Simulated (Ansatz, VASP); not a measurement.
**Hf: VASP beside Ansatz**

```
CELL_PARAMETERS angstrom
0.00000 2.21776 2.21776
2.21776 0.00000 2.21776
2.21776 2.21776 0.00000
ATOMIC_POSITIONS crystal
Hf 0.00000 0.00000 0.00000
```

Alike in both runs: functional PBE; dispersion D3(BJ); k mesh 16 × 16 × 16; occupations gaussian, width 0.1 eV; no spin polarisation.

Ansatz relaxed the structure, and its values are those at the end. VASP's run is a single point on that final structure, the one shown.

```csv
,VASP,Ansatz
version,VASP 6.6.1,Ansatz 0.2.0
potentials or method,"VASP PAW PBE potentials, release 64 (Hf_pv), cutoff 500 eV","scalar-relativistic, plane waves, PAW"
valence electrons in the cell,10,26
```

```tsv
	VASP	Ansatz	Ansatz less VASP
gap on the k mesh at the Fermi level (eV)	none	none	-
pressure (GPa)	-0.5	0.0	+0.47
```

A gap of «none» marks a metal or a gap that the smearing closes. VASP's potentials hold 10 valence electrons a cell and Ansatz's 26, so a difference there can come from the potentials and not from the codes.

Neither program's run includes spin-orbit coupling.
